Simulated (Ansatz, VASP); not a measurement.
# One calculation of ZrS, two programs

The input INCAR:

```
SYSTEM = ZrS
PREC     = Accurate       ! precision mode
ENCUT    = 520            ! plane-wave cutoff, eV
EDIFF    = 1E-7           ! SCF threshold, eV
ISMEAR   = 0              ! smearing method
SIGMA    = 0.15           ! smearing width, eV
LREAL    = .FALSE.        ! projectors in reciprocal space
LASPH    = .TRUE.         ! aspherical terms in the spheres
NELM     = 100            ! most SCF steps
ALGO     = Normal         ! electronic algorithm
ISIF     = 2              ! what is computed and relaxed
LWAVE    = .FALSE.        ! write WAVECAR
LCHARG   = .FALSE.        ! write CHGCAR
GGA      = CA             ! functional
NBANDS   = 16             ! bands
```

The input KPOINTS:

```
regular mesh
0
G
  16 16 16
  0 0 0
```

Contents of POSCAR:

```
ZrS
1.0
    0.0000000000      2.5671447250      2.5671447250
    2.6269591971      0.0000000000      2.5671447250
    2.6269591971      2.5671447250      0.0000000000
Zr S
1 1
Direct
   -0.0110205862      0.0110205862      0.0110205862
    0.5313577958      0.4686422042      0.4686422042
```

Input for Ansatz:

```yaml
crystal:
  lattice:
    - [0.0, 2.567144725, 2.567144725]
    - [2.6269591971, 0.0, 2.567144725]
    - [2.6269591971, 2.567144725, 0.0]
  atoms:
    - { symbol: Zr, position: [-0.0110205862, 0.0110205862, 0.0110205862] }
    - { symbol: S, position: [0.5313577958, 0.4686422042, 0.4686422042] }
basis:
  ecutwfc: 420
kpoints:
  mp_grid: { grid: [16, 16, 16] }
hamiltonian:
  xc: lda
  pseudopotentials: { kind: paw, azcp: { folder: soft_1 } }
scf:
  occupations: { method: gaussian, width: 0.15 }
output:
  forces: true
  stress: true
  eigenvalues: true
```

Change from the starting cell: mode 4 frozen in at -0.161 Å, normal strain along x +0.0233.

Alike in both runs: task single point; functional LDA; k mesh 16 × 16 × 16; occupations gaussian, width 0.15 eV; no spin polarisation.

|  | VASP | Ansatz |
| --- | --- | --- |
| version | VASP 6.6.1 | Ansatz 0.2.0 |
| potentials or method | VASP PAW LDA potentials, release 64 (Zr_sv, S), cutoff 520 eV | scalar-relativistic, plane waves, PAW |
| valence electrons in the cell | 18 | 18 |

|  | VASP | Ansatz | Ansatz less VASP |
| --- | --- | --- | --- |
| gap on the k mesh at the Fermi level (eV) | none | none | - |
| pressure (GPa) | -0.1 | -0.3 | -0.19 |
| traceless stress, the component that is largest in VASP (GPa) | 3.28 | 3.29 | +0.004 |
| rms of the force components (eV/Å) | 0.738 | 0.730 | -0.0082 |

Ansatz warns that its potentials were made for another functional, while VASP's fit it. LDA's correlation is that of Perdew and Zunger in VASP and of Perdew and Wang (1992) in Ansatz. Atom by atom the forces differ by 0.008 eV/Å (rms over components). A gap of «none» marks a metal or a gap that the smearing closes.
